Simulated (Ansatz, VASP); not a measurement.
# Ga: VASP beside Ansatz

INCAR

```
PREC = Accurate ; ENCUT = 600
EDIFF = 1E-6 ; ISMEAR = -1
SIGMA = 0.1 ; LREAL = F
LASPH = T ; NELM = 60
ALGO = Normal ; ISIF = 3
LWAVE = F ; LCHARG = F
GGA = RE ; IBRION = 2
NSW = 80 ; EDIFFG = -0.01
```

The input KPOINTS:

```
regular mesh
0
Gamma
  11 11 11
```

Contents of POSCAR:

```
Ga
1.0
    2.7660252371      0.0000000000      0.0000000000
    0.0000000000      2.7660252371      0.0000000000
    0.0000000000      0.0000000000      2.7660252371
Ga
1
Direct
    0.0000000000      0.0000000000      0.0000000000
```

Input for Ansatz:

```yaml
crystal:
  lattice:
    - [2.7660252371, 0.0, 0.0]
    - [0.0, 2.7660252371, 0.0]
    - [0.0, 0.0, 2.7660252371]
  atoms:
    - { symbol: Ga, position: [0.0, 0.0, 0.0] }
hamiltonian:
  xc: revpbe
  pseudopotentials:
    kind: paw
    azcp:
      Ga: "pseudopotentials/Ga.paw.azcp"
basis:
  ecutwfc: 420
  fft_grid_basis: typed
kpoints:
  mp_grid: { grid: [11, 11, 11], shift: [0, 0, 0] }
magnetization:
  spin_polarized: false
scf:
  occupations: { method: fermi_dirac, width: 0.1 }
relax:
  max_steps: 60
  f_tol: 0.01
  cell: {}
```

Alike in both runs: task relaxation of cell and atoms; functional revPBE; k mesh 11 × 11 × 11; occupations fermi-dirac, width 0.1 eV; no spin polarisation.

|  | VASP | Ansatz |
| --- | --- | --- |
| version | VASP 6.6.1 | Ansatz 0.2.0 |
| potentials or method | VASP PAW PBE potentials, release 64 (Ga_d), cutoff 600 eV | plane waves (420 eV) with PAW, scalar-relativistic |
| valence electrons in the cell | 13 | 13 |

|  | VASP | Ansatz | Ansatz less VASP |
| --- | --- | --- | --- |
| relaxed volume (Å³/atom) | 20.92 | 20.80 | -0.121 |
| relaxed cell length with the largest relative difference (Å) | 2.756 | 2.750 | -0.0053 |

VASP's potentials were made for PBE, not for revPBE.
